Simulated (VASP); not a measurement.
A run of VASP 6.6.1 is set up as follows.

The input INCAR:

```
SYSTEM = MnPt2
PREC = Accurate
ENCUT = 520
EDIFF = 1E-8
ISMEAR = -1
SIGMA = 0.05
LREAL = .FALSE.
LASPH = .TRUE.
NELM = 150
ALGO = Fast
ISIF = 2
LWAVE = .FALSE.
LCHARG = .FALSE.
ISPIN = 2
MAGMOM = 0 0 4
LORBIT = 11
LMAXMIX = 4
NBANDS = 28
IBRION = 8
NSW = 1
```

File KPOINTS:

```
regular mesh
0
G
  8 8 3
  0 0 0
```

The input POSCAR:

```
MnPt2
1.0
    2.8584044518      0.0000000000      0.0000000000
   -1.4292022259      2.4754508696      0.0000000000
    0.0000000000      0.0000000000      6.5325040000
Pt Mn
2 1
Direct
    0.6666666667      0.3333333333      0.3162060000
    0.3333333333      0.6666666667      0.6837940000
    0.0000000000      0.0000000000      0.0000000000
```

Potentials or basis: VASP PAW LDA potentials, release 64 (Pt, Mn_pv).

The run is started by

```bash
$ cat potpaw_LDA.64/Pt/POTCAR potpaw_LDA.64/Mn_pv/POTCAR > POTCAR
$ mpirun -np 1 vasp_std > vasp.out
```

Q: Predict the highest phonon frequency at Γ.

A: 245 cm⁻¹.

Q: Estimate the site moments.

A: Pt +0.21; Mn +3.45 μB.

Phonon frequencies in cm⁻¹ (negative: imaginary):
| q point | frequencies |
| --- | --- |
| (0.000, 0.000, 0.000) | 0 0 0 53 53 117 117 122 245 |

Caveat: the cell stands under pressure or tension, which shifts response properties.
